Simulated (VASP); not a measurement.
Crystal: ZnCd2Se3.

```
Zn Cd Se
1.0
     4.26471    0.00000    0.00000
    -2.13235    3.69335    0.00000
     0.00000    0.00000   10.52057
Zn Cd Se
1 2 3
Direct
  0.66667 0.33333 0.66740
  0.00000 0.00000 0.99073
  0.33333 0.66667 0.33861
  0.00000 0.00000 0.73636
  0.66667 0.33333 0.43180
  0.33333 0.66667 0.08510
```

Base run:

```yaml
Program: VASP 6.6.1
Functional: r2SCAN
Potentials_or_basis: VASP PAW PBE potentials, release 64 (Zn, Cd, Se)
Cutoff: 520 eV
k_mesh: 12 × 12 × 4
Occupations: gaussian, width 0.02 eV
Spin: no spin polarisation
```

Its results: band gap on the k mesh 1.03 eV, direct; pressure -1.5 GPa; largest force 0.062 eV/Å.

Question: The run is repeated on the same cell with these changes: functional from r2SCAN to LDA; potentials or basis from VASP PAW PBE potentials, release 64 (Zn, Cd, Se) to VASP PAW LDA potentials, release 64 (Zn, Cd, Se). What comes out?

Answer: Band gap on the k mesh 0.31 eV, direct; pressure -4.2 GPa; largest force 0.076 eV/Å.

Caveats: the PAW data sets were made with another functional, which shifts forces and pressure a little (some runs).

